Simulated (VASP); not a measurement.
# PtS2 (P-3m1) in VASP: further runs

Runs on PtS2. Level: r2SCAN. Tasks: phonons.

Program: VASP 6.6.1. These are calculated values, not measurements. Logs are shortened: lines on timing, memory, paths and dates and some standing lists are left out, and cuts for length are marked.

**1. The cell of the first run**

Symmetry: P-3m1, No. 164, trigonal system. Conventional cell: a = 3.548 Å, b = 3.548 Å, c = 5.609 Å, α = 90.00°, β = 90.00°, γ = 120.00°. Pt (site symmetry -3m) has 6 S at 2.39 Å within 3.2 Å. S (site symmetry 3m) has 3 Pt at 2.39 Å and 3 S at 3.21 Å within 3.3 Å.

**2. Phonons, r2SCAN**

Input file INCAR:

```
ALGO     = Normal         # electronic algorithm
EDIFF    = 1E-8           # SCF threshold, eV
ENCUT    = 520            # plane-wave cutoff, eV
IBRION   = 6              # ionic algorithm
ISIF     = 2              # what is computed and relaxed
ISMEAR   = 0              # smearing method
LASPH    = T              # aspherical terms in the spheres
LCHARG   = F              # write CHGCAR
LMIXTAU  = T            
LREAL    = F              # projectors in reciprocal space
LWAVE    = F              # write WAVECAR
METAGGA  = R2SCAN         # meta-GGA
NBANDS   = 18             # bands
NELM     = 60             # most SCF steps
NFREE    = 2            
NSW      = 1              # ionic steps
POTIM    = 0.015          # step
PREC     = Accurate       # precision mode
SIGMA    = 0.01           # smearing width, eV
```

Input file KPOINTS:

```
k-points
0
Gamma
  8 8 4
```

Input file POSCAR:

```
PtS2
1.0
    3.5479539861      0.0000000000      0.0000000000
   -1.7739769931      3.0726182834      0.0000000000
    0.0000000000      0.0000000000      5.6091901897
Pt S
1 2
Direct
    0.0000000000      0.0000000000      0.0000000000
    0.3333333333      0.6666666667      0.2199061230
    0.6666666667      0.3333333333      0.7800938770
```

Potentials or basis: VASP PAW PBE potentials, release 64 (Pt, S).

On the command line:

```sh
> cat potpaw_PBE.64/Pt/POTCAR potpaw_PBE.64/S/POTCAR > POTCAR
> mpirun -np 1 vasp_std > vasp.out
```

OUTCAR:

```text
EDIFF = 1E-8
   ENCUT = 520
   IBRION = 6
   ISIF = 2
   ISMEAR = 0
   LASPH = T
   LREAL = F
   METAGGA = R2SCAN
   NELM = 60
   NFREE = 2
   NSW = 1
   POTIM = 0.015
   PREC = Accurate

 ion  position               nearest neighbor table
   1  0.000  0.000  0.000-   2 2.39   3 2.39   3 2.39   2 2.39   3 2.39   2 2.39
   2  0.333  0.667  0.220-   1 2.39   1 2.39   1 2.39
   3  0.667  0.333  0.780-   1 2.39   1 2.39   1 2.39

  LATTYP: Found a hexagonal cell.
 ALAT       =     3.5479539861
 C/A-ratio  =     1.5809647509

  Lattice vectors:

 A1 = (   3.5479539861,   0.0000000000,   0.0000000000)
 A2 = (  -1.7739769931,   3.0726182834,   0.0000000000)
 A3 = (   0.0000000000,   0.0000000000,   5.6091901897)

Analysis of symmetry for initial positions (statically):
=====================================================================
 Subroutine PRICEL returns:
 Original cell was already a primitive cell.

 Routine SETGRP: Setting up the symmetry group for a
 hexagonal supercell.

 Subroutine GETGRP returns: Found 12 space group operations
 (whereof 12 operations were pure point group operations)
 out of a pool of 24 trial point group operations.

The static configuration has the point symmetry D_3d.

Analysis of symmetry for dynamics (positions and initial velocities):
=====================================================================
 Subroutine PRICEL returns:
 Original cell was already a primitive cell.

 Routine SETGRP: Setting up the symmetry group for a
 hexagonal supercell.

 Subroutine GETGRP returns: Found 12 space group operations
 (whereof 12 operations were pure point group operations)
 out of a pool of 24 trial point group operations.

The dynamic configuration has the point symmetry D_3d.

 Subroutine INISYM returns: Found 12 space group operations
 (whereof 12 operations are pure point group operations),
 and found     1 'primitive' translations

----------------------------------------------------------------------------------------

                                     Primitive cell

  volume of cell :      61.1486

  direct lattice vectors                    reciprocal lattice vectors
     3.547953986  0.000000000  0.000000000     0.281852584  0.162727665  0.000000000
    -1.773976993  3.072618283  0.000000000     0.000000000  0.325455331  0.000000000
     0.000000000  0.000000000  5.609190190     0.000000000  0.000000000  0.178278854

  length of vectors
     3.547953986  3.547953986  5.609190190     0.325455331  0.325455331  0.178278854

  position of ions in fractional coordinates (direct lattice)
     0.000000000  0.000000000  0.000000000
     0.333333333  0.666666667  0.219906123
     0.666666667  0.333333333  0.780093877

  ion indices of the primitive-cell ions
   primitive index   ion index
                 1           1
                 2           2
                 3           3

----------------------------------------------------------------------------------------

 KPOINTS: k-points

Automatic generation of k-mesh.
 Grid dimensions read from file:
 generate k-points for:    8    8    4

 Generating k-lattice:

  Cartesian coordinates                     Fractional coordinates (reciprocal lattice)
     0.035231573  0.020340958  0.000000000     0.125000000  0.000000000  0.000000000
     0.000000000  0.040681916  0.000000000     0.000000000  0.125000000  0.000000000
     0.000000000  0.000000000  0.044569714     0.000000000  0.000000000  0.250000000

  Length of vectors
     0.040681916  0.040681916  0.044569714

  Shift w.r.t. Gamma in fractional coordinates (k-lattice)
     0.000000000  0.000000000  0.000000000

 Subroutine IBZKPT returns following result:
 ===========================================

 Found     35 irreducible k-points:

 Following reciprocal coordinates:
            Coordinates               Weight
  0.000000  0.000000  0.000000      1.000000
  0.125000  0.000000  0.000000      6.000000
  0.250000  0.000000  0.000000      6.000000
  0.375000 -0.000000  0.000000      6.000000
  0.500000  0.000000  0.000000      3.000000
  0.125000  0.125000  0.000000      6.000000
[... 16 lines left out ...]
 -0.125000  0.500000  0.250000     12.000000
  0.250000  0.250000  0.250000     12.000000
 [... further k-points ...]
   k-points           NKPTS =     35   k-points in BZ     NKDIM =     35   number of bands    NBANDS=     18
   number of dos      NEDOS =    301   number of ions     NIONS =      3
   total plane-waves  NPLWV =  32928
   dimension x,y,z NGX =    28 NGY =   28 NGZ =   42
   dimension x,y,z NGXF=    56 NGYF=   56 NGZF=   84
   ions per type =               1   2
   NGX,Y,Z   is equivalent  to a cutoff of  13.12, 13.12, 12.45 a.u.
   NGXF,Y,Z  is equivalent  to a cutoff of  26.24, 26.24, 24.90 a.u.
 SYSTEM =  unknown system
   PREC   = accura    normal or accurate (medium, high low for compatibility)
   ISTART =      0    job   : 0-new  1-cont  2-samecut
   ICHARG =      2    charge: 1-file 2-atom 10-const
   ISPIN  =      1    spin polarized calculation?
   LNONCOLLINEAR =      F non collinear calculations
   LSORBIT =      F    spin-orbit coupling
   LASPH  =      T    aspherical Exc in radial PAW
   ENCUT  =  520.0 eV  38.22 Ry    6.18 a.u.   6.60  6.60 10.43*2*pi/ulx,y,z
   NELM   =     60;   NELMIN=  2; NELMDL= -5     # of ELM steps
   EDIFF  = 0.1E-07   stopping-criterion for ELM
   LREAL  =      F    real-space projection
   EDIFFG = 0.1E-06   stopping-criterion for IOM
   NSW    =     73    number of steps for IOM
   IBRION =      6    ionic relax: 0-MD 1-quasi-New 2-CG
   NFREE  =      2    steps in history (QN), initial steepest desc. (CG)
   ISIF   =      2    stress and relaxation
   ISYM   =      2    0-nonsym 1-usesym 2-fastsym
   POTIM  = 0.0150    time-step for ionic-motion
   TEBEG  =    0.0;   TEEND  =   0.0 temperature during run
   PSTRESS=    0.0 pullay stress
   NELECT =      22.0000    total number of electrons
   NUPDOWN=      -1.0000    fix difference up-down
   EMIN   =  10.00;   EMAX   =-10.00  energy-range for DOS
   EFERMI =   0.00;   METHOD = LEGACY
   ISMEAR =     0;   SIGMA  =   0.01  broadening in eV -4-tet -1-fermi 0-gaus
   EFERMI_NEDOS =   21; number of points for ismear=-14 and -15
   IALGO  =     38    algorithm
   IMIX   =      4    mixing-type and parameters
     AMIX     =   0.40;   BMIX     =  1.00
     AMIX_MAG =   1.60;   BMIX_MAG =  1.00
  volume/ion in A,a.u.               =      20.38       137.55
  Fermi-wavevector in a.u.,A,eV,Ry     =   1.164359  2.200319 18.445844  1.355731
  Thomas-Fermi vector in A             =   2.300898
   LORBIT       =      0    0 simple, 1 ext, 2 COOP (PROOUT), +10 PAW based schemes
   METAGGA = R2SCAN    functional components
   LHFCALC =     F    Hartree Fock is set to
   AEXX    =    0.0000 exact exchange contribution
   IVDW    =     0    specifies the selected vdW correction
   LEPSILON=     F    determine dielectric tensor
   LRPA    =     F    only Hartree local field effects (RPA)
 finite differences with symmetry
 non-spin polarized calculation
 Gauss-broadening in eV      SIGMA  =   0.01
  energy-cutoff  :      520.00
  volume of cell :       61.15
 maximum number of plane-waves:      1677
 NGX is ok and might be reduce to    28
   NGX = 13   NGY = 13   NGZ = 21

--------------------------------------- Ionic step        1  -------------------------------------------

 number of electron      22.0000000 magnetization

 Free energy of the ion-electron system (eV)
  ---------------------------------------------------
  ext. energy  EPLUGINS =         0.00000000
  ---------------------------------------------------
  free energy    TOTEN  =       -68.87350219 eV

  energy without entropy =      -68.87350219  energy(sigma->0) =      -68.87350219

------------------------ aborting loop because EDIFF is reached ----------------------------------------

  FORCE on cell =-STRESS in cart. coord.  units (eV):
  Direction    XX          YY          ZZ          XY          YZ          ZX
  --------------------------------------------------------------------------------------
  -------------------------------------------------------------------------------------
  Total       -0.0216467     -0.0216467     -0.0263711      0.0000000      0.0000000     -0.0000000
  in kB       -0.5671735     -0.5671735     -0.6909581      0.0000000      0.0000000     -0.0000000
  external PRESSURE =      -0.6084350 kB  Pullay stress =       0.0000000 kB
[... 283 lines left out ...]
--------------------------------------- Ionic step        9  -------------------------------------------

 number of electron      22.0000000 magnetization

 Free energy of the ion-electron system (eV)
  ---------------------------------------------------
  ext. energy  EPLUGINS =         0.00000000
  ---------------------------------------------------
  free energy    TOTEN  =       -68.87227753 eV

  energy without entropy =      -68.87227753  energy(sigma->0) =      -68.87227753

 E-fermi :   4.8079     XC(G=0): -10.5871

 val. band max:        4.7352165333   @ k =   0.1250   0.1250   0.0000
 cond. band min:       6.1114677271   @ k =   0.0000   0.2500   0.2500
 fundamental gap:      1.3762511938
 Fermi energy:         4.8078707538

 k-point     1 :       0.0000    0.0000    0.0000
  band No.  band energies     occupation
      1     -10.4347      2.00000
      2      -7.8487      2.00000
      3      -1.5281      2.00000
      4      -1.4984      2.00000
      5      -1.4984      2.00000
      6       1.2811      2.00000
[... 481 lines left out ...]
      5      -0.4382      2.00000
      6       0.3742      2.00000
[... 10 lines left out ...]
     17      15.0401      0.00000
     18      15.4244      0.00000

 [... further k-points ...]
[... 5 lines left out ...]
  --------------------------------------------------------------------------------------
  -------------------------------------------------------------------------------------
  Total        0.1679370      0.1679370      0.2138188     -0.0000000     -0.0000000      0.0000000
  in kB        4.4001776      4.4001776      5.6023434     -0.0000000     -0.0000000      0.0000000
  external PRESSURE =       4.8008995 kB  Pullay stress =       0.0000000 kB
[... 18 lines left out ...]
  FREE ENERGIE OF THE ION-ELECTRON SYSTEM (eV)
  ---------------------------------------------------
  free  energy   TOTEN  =       -68.8722775277 eV

  energy  without entropy=      -68.8722775277  energy(sigma->0) =      -68.87227753

 INTERNAL STRAIN TENSORS FROM DISPLACED ATOMS
 ============================================

 INTERNAL STRAIN TENSOR FOR ION    1 for displacements in x,y,z  (eV/Angst):
          X           Y           Z          XY          YZ          ZX
  --------------------------------------------------------------------------------
  x     0.00000     0.00000     0.00000     0.00000     0.00000     0.00000
  y     0.00000     0.00000     0.00000     0.00000     0.00000     0.00000
  z     0.00000     0.00000     0.00000     0.00000     0.00000     0.00000

 INTERNAL STRAIN TENSOR FOR ION    3 for displacements in x,y,z  (eV/Angst):
          X           Y           Z          XY          YZ          ZX
  --------------------------------------------------------------------------------
  x     0.00000    -0.00000     0.00000    -6.38743    -0.00000    12.63845
  y    -6.38743     6.38743    -0.00000    -0.00000    12.63845    -0.00000
  z    12.42009    12.42009    16.01037    -0.00000    -0.00000     0.00000

 Eigenvectors and eigenvalues of the dynamical matrix
 ----------------------------------------------------

   1 f  =   10.197443 THz    64.072423 2PiTHz  340.150080 cm-1    42.173216 meV
             X         Y         Z           dx          dy          dz
      0.000000  0.000000  0.000000    -0.000000   -0.000000    0.000000
     -0.000000  2.048412  1.233495    -0.000000   -0.000000   -0.707107
      1.773977  1.024206  4.375695     0.000000   -0.000000    0.707107
[... 25 lines left out ...]
   6 f  =    8.997526 THz    56.533124 2PiTHz  300.125165 cm-1    37.210761 meV
             X         Y         Z           dx          dy          dz
      0.000000  0.000000  0.000000    -0.000000    0.000000   -0.000000
     -0.000000  2.048412  1.233495    -0.392098   -0.588438   -0.000000
      1.773977  1.024206  4.375695     0.392098    0.588438   -0.000000

   7 f/i=    0.000024 THz     0.000150 2PiTHz    0.000795 cm-1     0.000099 meV
             X         Y         Z           dx          dy          dz
      0.000000  0.000000  0.000000     0.229201   -0.836692    0.000000
     -0.000000  2.048412  1.233495     0.092925   -0.339222    0.000000
      1.773977  1.024206  4.375695     0.092925   -0.339222    0.000000

   8 f/i=    0.000024 THz     0.000150 2PiTHz    0.000795 cm-1     0.000099 meV
             X         Y         Z           dx          dy          dz
      0.000000  0.000000  0.000000    -0.836692   -0.229201   -0.000000
     -0.000000  2.048412  1.233495    -0.339222   -0.092925   -0.000000
      1.773977  1.024206  4.375695    -0.339222   -0.092925   -0.000000

   9 f/i=    0.000544 THz     0.003417 2PiTHz    0.018140 cm-1     0.002249 meV
             X         Y         Z           dx          dy          dz
      0.000000  0.000000  0.000000    -0.000000    0.000000    0.867491
     -0.000000  2.048412  1.233495    -0.000000    0.000000    0.351752
      1.773977  1.024206  4.375695    -0.000000    0.000000    0.351752

 ELASTIC MODULI CONTR FROM IONIC RELAXATION (kBar)
 Direction    XX          YY          ZZ          XY          YZ          ZX
 --------------------------------------------------------------------------------
 XX        -793.7727   -391.1982   -763.7554      0.0000    398.2761     -0.0000
 YY        -391.1982   -793.7727   -763.7554      0.0000   -398.2761      0.0000
 ZZ        -763.7554   -763.7554   -984.5343      0.0000     -0.0000      0.0000
 XY           0.0000      0.0000      0.0000   -201.2873      0.0000    398.2761
 YZ         398.2761   -398.2761     -0.0000      0.0000   -788.0469      0.0000
 ZX          -0.0000      0.0000      0.0000    398.2761      0.0000   -788.0470
 --------------------------------------------------------------------------------
```

Run time: 39 min. Hardware: 1 thread of Oxide Virtual Turin-like, shared host; peak memory 0.37 GiB.

What came out:

* Highest phonon frequency at Γ, LO-TO splitting left out: 340 cm⁻¹

Phonon frequencies in cm⁻¹ (negative: imaginary):
```csv
q point,frequencies
"(0.000, 0.000, 0.000)",0 0 0 300 300 312 312 327 340
```

Caveat: the PAW data sets were made with another functional, which shifts forces and pressure a little; spin-orbit coupling is left out, which moves the levels of the heavy elements.

(Continued in part 2 of 2.)
